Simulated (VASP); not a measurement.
# Sb (Fm-3m) in VASP: further runs, part 2 of 3

VASP 6.6.1. Earlier steps stand in the parts before.

## (4) Electric field gradients, PBE (volume scaled by 0.975)

The input, INCAR:

```
ALGO     = Normal         # electronic algorithm
EDIFF    = 1E-8           # SCF threshold, eV
ENCUT    = 520            # plane-wave cutoff, eV
GGA      = PE             # functional
ISIF     = 2              # what is computed and relaxed
ISMEAR   = -1             # smearing method
LASPH    = T              # aspherical terms in the spheres
LCHARG   = F              # write CHGCAR
LEFG     = T            
LREAL    = F              # projectors in reciprocal space
LWAVE    = F              # write WAVECAR
NBANDS   = 8              # bands
NELM     = 60             # most SCF steps
PREC     = Accurate       # precision mode
SIGMA    = 0.05           # smearing width, eV
```

The input, KPOINTS:

```
k-points
0
Gamma
  12 12 12
```

The input, POSCAR:

```
Sb
1.0
    0.0000000000      2.2856293363      2.2856293363
    2.2856293363      0.0000000000      2.2856293363
    2.2856293363      2.2856293363      0.0000000000
Sb
1
Direct
    0.0000000000      0.0000000000      0.0000000000
```

Potentials or basis: VASP PAW PBE potentials, release 64 (Sb).

Launch:

```console
$ cat potpaw_PBE.64/Sb/POTCAR > POTCAR
$ mpirun -np 1 vasp_std > vasp.out
```

OUTCAR:

```text
EDIFF = 1E-8
   ENCUT = 520
   GGA = PE
   ISIF = 2
   ISMEAR = -1
   LASPH = T
   LREAL = F
   NELM = 60
   PREC = Accurate

 ion  position               nearest neighbor table
   1  0.000  0.000  0.000-

  LATTYP: Found a face centered cubic cell.
 ALAT       =     4.5712586726

  Lattice vectors:

 A1 = (   0.0000000000,   2.2856293363,   2.2856293363)
[... 469 lines left out ...]
 -----------------------------------------------------------------------------------
    total drift:                                0.000000      0.000000      0.000000

  FREE ENERGIE OF THE ION-ELECTRON SYSTEM (eV)
  ---------------------------------------------------
  free  energy   TOTEN  =        -3.7127072948 eV

  energy  without entropy=       -3.7071394636  energy(sigma->0) =       -3.70992338

 Electric field gradients (V/A^2)
---------------------------------------------------------------------
 ion       V_xx      V_yy      V_zz      V_xy      V_xz      V_yz
---------------------------------------------------------------------
   1      -0.000    -0.000     0.000     0.000     0.000     0.000
---------------------------------------------------------------------

 Electric field gradients after diagonalization (V/A^2)
 (convention: |V_zz| > |V_xx| > |V_yy|)
----------------------------------------------------------------------
 ion       V_xx      V_yy      V_zz     asymmetry (V_yy - V_xx)/ V_zz
----------------------------------------------------------------------
   1      -0.000    -0.000     0.000       0.000
----------------------------------------------------------------------

           NMR quadrupolar parameters

 Cq : quadrupolar parameter    Cq=e*Q*V_zz/h
 eta: asymmetry parameters     (V_yy - V_xx)/ V_zz
 Q  : nuclear electric quadrupole moment in mb (millibarn)
----------------------------------------------------------------------
 ion       Cq(MHz)       eta       Q (mb)
----------------------------------------------------------------------
   1       0.000       0.000       1.000
----------------------------------------------------------------------
```

stdout:

```text
POSCAR found type information on POSCAR Sb
 POSCAR found :  1 types and       1 ions
 scaLAPACK will be used
 LDA part: xc-table for (Slater+PW92), standard interpolation
 POSCAR, INCAR and KPOINTS ok, starting setup
 FFT: planning ... GRIDC
 FFT: planning ... GRID_SOFT
 FFT: planning ... GRID
 WAVECAR not read
 entering main loop
ion   1
```

It took 6.4 s on 1 thread of Intel Xeon Platinum 8488C (Sapphire Rapids), shared host; peak memory 0.14 GiB.

Results:

```
Free energy : -3.7127 eV
Pressure    : 11.1 GPa
```

Levels at points of the mesh, in eV from the Fermi level:
```tsv
k point	band 1	band 2	band 3	band 4	band 5	band 6
(0.00, 0.00, 0.00)	-14.00	6.18	6.18	6.18	10.13	10.29
(0.50, 0.00, 0.00)	-9.54	-6.70	4.17	4.17	8.93	9.34
(0.50, 0.50, 0.00)	-7.55	-5.68	0.33	0.33	4.21	4.48
```

Caveat: without QUAD_EFG the Cq values of the log hold for a quadrupole moment of 1 mb, not for the nuclei; spin-orbit coupling is left out, which moves the levels of the heavy elements.

## (5) Electric field gradients, PBE (volume scaled by 0.96)

The input, INCAR:

```
SYSTEM = Sb
PREC = Accurate ; ENCUT = 520
EDIFF = 1E-8 ; ISMEAR = -1
SIGMA = 0.05 ; LREAL = .False.
LASPH = .True. ; NELM = 100
ALGO = Normal ; ISIF = 2
LWAVE = .False. ; LCHARG = .False.
GGA = PE ; LEFG = .True.
NBANDS = 8
```

The input, KPOINTS:

```
Automatic mesh
0
Gamma
  12 12 12
  0 0 0
```

The input, POSCAR:

```
Sb
1.0
    0.0000000000      2.2738475325      2.2738475325
    2.2738475325      0.0000000000      2.2738475325
    2.2738475325      2.2738475325      0.0000000000
Sb
1
Direct
    0.0000000000      0.0000000000      0.0000000000
```

Potentials or basis: VASP PAW PBE potentials, release 64 (Sb).

Launch:

```console
$ cat potpaw_PBE.64/Sb/POTCAR > POTCAR
$ mpirun -np 1 vasp_std > vasp.out
```

OUTCAR:

```text
SYSTEM = Sb
   PREC = Accurate
   ENCUT = 520
   EDIFF = 1E-8
   ISMEAR = -1
   LREAL = .False.
   LASPH = .True.
   NELM = 100
   ISIF = 2
   GGA = PE

 ion  position               nearest neighbor table
   1  0.000  0.000  0.000-

  LATTYP: Found a face centered cubic cell.
 ALAT       =     4.5476950650

  Lattice vectors:

 A1 = (   0.0000000000,   2.2738475325,   2.2738475325)
 A2 = (   2.2738475325,   0.0000000000,   2.2738475325)
 A3 = (   2.2738475325,   2.2738475325,   0.0000000000)

Analysis of symmetry for initial positions (statically):
=====================================================================
 Subroutine PRICEL returns:
 Original cell was already a primitive cell.

 Routine SETGRP: Setting up the symmetry group for a
 face centered cubic supercell.

 Subroutine GETGRP returns: Found 48 space group operations
 (whereof 48 operations were pure point group operations)
 out of a pool of 48 trial point group operations.

The static configuration has the point symmetry O_h .

Analysis of symmetry for dynamics (positions and initial velocities):
=====================================================================
 Subroutine PRICEL returns:
 Original cell was already a primitive cell.

 Routine SETGRP: Setting up the symmetry group for a
 face centered cubic supercell.

 Subroutine GETGRP returns: Found 48 space group operations
 (whereof 48 operations were pure point group operations)
 out of a pool of 48 trial point group operations.

The dynamic configuration has the point symmetry O_h .

 Subroutine INISYM returns: Found 48 space group operations
 (whereof 48 operations are pure point group operations),
 and found     1 'primitive' translations

----------------------------------------------------------------------------------------

                                     Primitive cell

  volume of cell :      23.5133

  direct lattice vectors                    reciprocal lattice vectors
     0.000000000  2.273847533  2.273847533    -0.219891612  0.219891612  0.219891612
     2.273847533  0.000000000  2.273847533     0.219891612 -0.219891612  0.219891612
     2.273847533  2.273847533  0.000000000     0.219891612  0.219891612 -0.219891612

  length of vectors
     3.215706019  3.215706019  3.215706019     0.380863445  0.380863445  0.380863445

  position of ions in fractional coordinates (direct lattice)
     0.000000000  0.000000000  0.000000000

  ion indices of the primitive-cell ions
   primitive index   ion index
                 1           1

----------------------------------------------------------------------------------------

 KPOINTS: Automatic mesh

Automatic generation of k-mesh.
 Grid dimensions read from file:
 generate k-points for:   12   12   12

 Generating k-lattice:

  Cartesian coordinates                     Fractional coordinates (reciprocal lattice)
    -0.018324301  0.018324301  0.018324301     0.083333333  0.000000000  0.000000000
[... 59 lines left out ...]
   EDIFF  = 0.1E-07   stopping-criterion for ELM
   LREAL  =      F    real-space projection
   EDIFFG = 0.1E-06   stopping-criterion for IOM
   NSW    =      0    number of steps for IOM
   IBRION =     -1    ionic relax: 0-MD 1-quasi-New 2-CG
   NFREE  =      0    steps in history (QN), initial steepest desc. (CG)
   ISIF   =      2    stress and relaxation
   ISYM   =      2    0-nonsym 1-usesym 2-fastsym
   POTIM  = 0.5000    time-step for ionic-motion
   TEBEG  =    0.0;   TEEND  =   0.0 temperature during run
   PSTRESS=    0.0 pullay stress
   NELECT =       5.0000    total number of electrons
   NUPDOWN=      -1.0000    fix difference up-down
   EMIN   =  10.00;   EMAX   =-10.00  energy-range for DOS
   EFERMI =   0.00;   METHOD = LEGACY
   ISMEAR =    -1;   SIGMA  =   0.05  broadening in eV -4-tet -1-fermi 0-gaus
   EFERMI_NEDOS =   21; number of points for ismear=-14 and -15
   IALGO  =     38    algorithm
   IMIX   =      4    mixing-type and parameters
     AMIX     =   0.40;   BMIX     =  1.00
     AMIX_MAG =   1.60;   BMIX_MAG =  1.00
  volume/ion in A,a.u.               =      23.51       158.68
  Fermi-wavevector in a.u.,A,eV,Ry     =   0.977148  1.846541 12.991079  0.954817
  Thomas-Fermi vector in A             =   2.107822
   LORBIT       =      0    0 simple, 1 ext, 2 COOP (PROOUT), +10 PAW based schemes
   GGA     = PE    functional components
   LHFCALC =     F    Hartree Fock is set to
   AEXX    =    0.0000 exact exchange contribution
   IVDW    =     0    specifies the selected vdW correction
   LEPSILON=     F    determine dielectric tensor
   LRPA    =     F    only Hartree local field effects (RPA)
 non-spin polarized calculation
  energy-cutoff  :      520.00
  volume of cell :       23.51
 maximum number of plane-waves:       648
   NGX = 11   NGY = 11   NGZ = 11

 number of electron       5.0000000 magnetization

 Free energy of the ion-electron system (eV)
  ---------------------------------------------------
  ext. energy  EPLUGINS =         0.00000000
  ---------------------------------------------------
  free energy    TOTEN  =        -3.68538373 eV

  energy without entropy =       -3.68028971  energy(sigma->0) =       -3.68283672

 E-fermi :  10.4811     XC(G=0): -10.8383

 val. band max:       10.4674821398   @ k =   0.4167   0.3333   0.0000
 cond. band min:      10.5160625978   @ k =  -0.3333   0.3333   0.1667
 fundamental gap:      0.0485804579
 Fermi energy:        10.4810956709

 k-point     1 :       0.0000    0.0000    0.0000
  band No.  band energies     occupation
      1      -3.6656      2.00000
      2      16.7871      0.00000
      3      16.7871      0.00000
      4      16.7871      0.00000
      5      20.6033      0.00000
      6      20.8200      0.00000
      7      20.8200      0.00000
      8      20.8200      0.00000
[... 243 lines left out ...]
 k-point    24 :      -0.4167    0.1667    0.0000
  band No.  band energies     occupation
      1       1.2681      2.00000
      2       4.4006      2.00000
      3      11.0473      0.00002
      4      13.7166      0.00000
      5      17.3180      0.00000
      6      21.6209      0.00000
      7      22.0683      0.00000
      8      25.0392      0.00000

 [... further k-points ...]
[... 5 lines left out ...]
  --------------------------------------------------------------------------------------
  -------------------------------------------------------------------------------------
  Total        1.8749037      1.8749037      1.8749037      0.0000000     -0.0000000     -0.0000000
  in kB      127.7543014    127.7543014    127.7543014      0.0000000     -0.0000000     -0.0000000
  external PRESSURE =     127.7543014 kB  Pullay stress =       0.0000000 kB

 VOLUME and BASIS-vectors are now :
 -----------------------------------------------------------------------------
  energy-cutoff  :      520.00
  volume of cell :       23.51
      direct lattice vectors                 reciprocal lattice vectors
     0.000000000  2.273847533  2.273847533    -0.219891612  0.219891612  0.219891612
     2.273847533  0.000000000  2.273847533     0.219891612 -0.219891612  0.219891612
     2.273847533  2.273847533  0.000000000     0.219891612  0.219891612 -0.219891612

 POSITION                                       TOTAL-FORCE (eV/Angst)
 -----------------------------------------------------------------------------------
      0.00000      0.00000      0.00000         0.000000      0.000000     -0.000000
 -----------------------------------------------------------------------------------
    total drift:                                0.000000     -0.000000     -0.000000

  FREE ENERGIE OF THE ION-ELECTRON SYSTEM (eV)
  ---------------------------------------------------
  free  energy   TOTEN  =        -3.6853837281 eV

  energy  without entropy=       -3.6802897113  energy(sigma->0) =       -3.68283672

 Electric field gradients (V/A^2)
---------------------------------------------------------------------
 ion       V_xx      V_yy      V_zz      V_xy      V_xz      V_yz
---------------------------------------------------------------------
   1      -0.000    -0.000    -0.000     0.000     0.000     0.000
---------------------------------------------------------------------

 Electric field gradients after diagonalization (V/A^2)
 (convention: |V_zz| > |V_xx| > |V_yy|)
----------------------------------------------------------------------
 ion       V_xx      V_yy      V_zz     asymmetry (V_yy - V_xx)/ V_zz
----------------------------------------------------------------------
   1      -0.000    -0.000     0.000       0.000
----------------------------------------------------------------------

           NMR quadrupolar parameters

 Cq : quadrupolar parameter    Cq=e*Q*V_zz/h
 eta: asymmetry parameters     (V_yy - V_xx)/ V_zz
 Q  : nuclear electric quadrupole moment in mb (millibarn)
----------------------------------------------------------------------
 ion       Cq(MHz)       eta       Q (mb)
----------------------------------------------------------------------
   1       0.000       0.000       1.000
----------------------------------------------------------------------
```

OSZICAR:

```text
N       E                     dE             d eps       ncg     rms          rms(c)
DAV:   1     0.594949033918E+01    0.59495E+01   -0.16778E+03  1168   0.414E+02
DAV:   2    -0.359880730223E+01   -0.95483E+01   -0.91411E+01  1648   0.548E+01
DAV:   3    -0.369099029253E+01   -0.92183E-01   -0.92057E-01  1424   0.612E+00
DAV:   4    -0.369122428655E+01   -0.23399E-03   -0.23399E-03  1808   0.376E-01
DAV:   5    -0.369122462772E+01   -0.34117E-06   -0.34120E-06  1440   0.906E-03    0.220E+00
DAV:   6    -0.368757976798E+01    0.36449E-02   -0.91139E-04  1528   0.169E-01    0.128E+00
DAV:   7    -0.368538513656E+01    0.21946E-02   -0.21125E-03  1328   0.255E-01    0.411E-02
DAV:   8    -0.368538404161E+01    0.10950E-05   -0.29093E-05  1720   0.429E-02    0.768E-03
DAV:   9    -0.368538394760E+01    0.94006E-07   -0.50172E-07  1576   0.540E-03    0.140E-03
DAV:  10    -0.368538389323E+01    0.54374E-07   -0.10392E-08  1712   0.674E-04    0.125E-03
DAV:  11    -0.368538369543E+01    0.19780E-06   -0.96356E-10  1008   0.252E-04    0.140E-04
DAV:  12    -0.368538371849E+01   -0.23056E-07   -0.37987E-11   848   0.466E-05    0.502E-05
DAV:  13    -0.368538372813E+01   -0.96363E-08   -0.40899E-12   680   0.152E-05
   1 F= -.36853837E+01 E0= -.36828367E+01  d E =-.509402E-02
```

It took 6.7 s on 1 thread of Intel Xeon Platinum 8488C (Sapphire Rapids), shared host; peak memory 0.14 GiB.

Results:

```yaml
Free_energy: -3.6854 eV
Pressure: 12.8 GPa
```

Levels at points of the mesh, in eV from the Fermi level:
| k point | band 1 | band 2 | band 3 | band 4 | band 5 | band 6 | band 7 |
| --- | --- | --- | --- | --- | --- | --- | --- |
| (0.00, 0.00, 0.00) | -14.15 | 6.31 | 6.31 | 6.31 | 10.12 | 10.34 | 10.34 |
| (0.50, 0.00, 0.00) | -9.59 | -6.81 | 4.25 | 4.25 | 9.04 | 9.38 | 9.38 |
| (0.50, 0.50, 0.00) | -7.55 | -5.77 | 0.33 | 0.33 | 4.23 | 4.48 | 18.30 |

Caveat: without QUAD_EFG the Cq values of the log hold for a quadrupole moment of 1 mb, not for the nuclei; spin-orbit coupling is left out, which moves the levels of the heavy elements.

(Part 2 of 3 ends here.)
